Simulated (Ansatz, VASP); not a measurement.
## CuI: VASP beside Ansatz

Contents of INCAR:

```
SYSTEM = CuI
PREC     = Accurate       ! precision mode
ENCUT    = 520            ! plane-wave cutoff, eV
EDIFF    = 1E-6           ! SCF threshold, eV
ISMEAR   = -1             ! smearing method
SIGMA    = 0.05           ! smearing width, eV
LREAL    = .False.        ! projectors in reciprocal space
LASPH    = .True.         ! aspherical terms in the spheres
NELM     = 80             ! most SCF steps
ALGO     = Normal         ! electronic algorithm
ISIF     = 2              ! what is computed and relaxed
LWAVE    = .False.        ! write WAVECAR
LCHARG   = .False.        ! write CHGCAR
GGA      = PE             ! functional
NBANDS   = 16             ! bands
```

Contents of KPOINTS:

```
regular mesh
0
Gamma
  8 8 8
  0 0 0
```

Contents of POSCAR:

```
CuI
1.0
    0.0000000000      2.8620890000      2.8620890000
    2.8620890000      0.0000000000      2.8620890000
    2.8620890000      2.8620890000      0.0000000000
I Cu
1 1
Direct
    0.5000000000      0.5000000000      0.5000000000
    0.0000000000      0.0000000000      0.0000000000
```

File input.yaml:

```yaml
crystal:
  lattice:
    - [0.0, 2.862089, 2.862089]
    - [2.862089, 0.0, 2.862089]
    - [2.862089, 2.862089, 0.0]
  atoms:
    - { symbol: I, position: [0.5, 0.5, 0.5] }
    - { symbol: Cu, position: [0.0, 0.0, 0.0] }
hamiltonian:
  xc: pbe
  pseudopotentials: { kind: paw }
kpoints:
  mp_grid: { grid: [8, 8, 8] }
scf:
  occupations: { method: fermi_dirac, width: 0.05 }
output:
  forces: true
  stress: true
  eigenvalues: true
```

Alike in both runs: task single point; functional PBE; k mesh 8 × 8 × 8; occupations fermi-dirac, width 0.05 eV; no spin polarisation.

|  | VASP | Ansatz |
| --- | --- | --- |
| version | VASP 6.6.1 | Ansatz 0.2.0 |
| potentials or method | VASP PAW PBE potentials, release 64 (I, Cu) | Ansatz PAW |
| plane-wave cutoff (eV) | 520 | 420 |
| valence electrons in the cell | 18 | 36 |

|  | VASP | Ansatz | Ansatz less VASP |
| --- | --- | --- | --- |
| gap on the k mesh at the Fermi level (eV) | none | none | - |
| pressure (GPa) | 0.4 | 0.4 | -0.08 |

A gap of «none» marks a metal or a gap that the smearing closes. VASP's potentials hold 18 valence electrons a cell and Ansatz's 36, so a difference there can come from the potentials and not from the codes.

Neither program's run includes spin-orbit coupling.
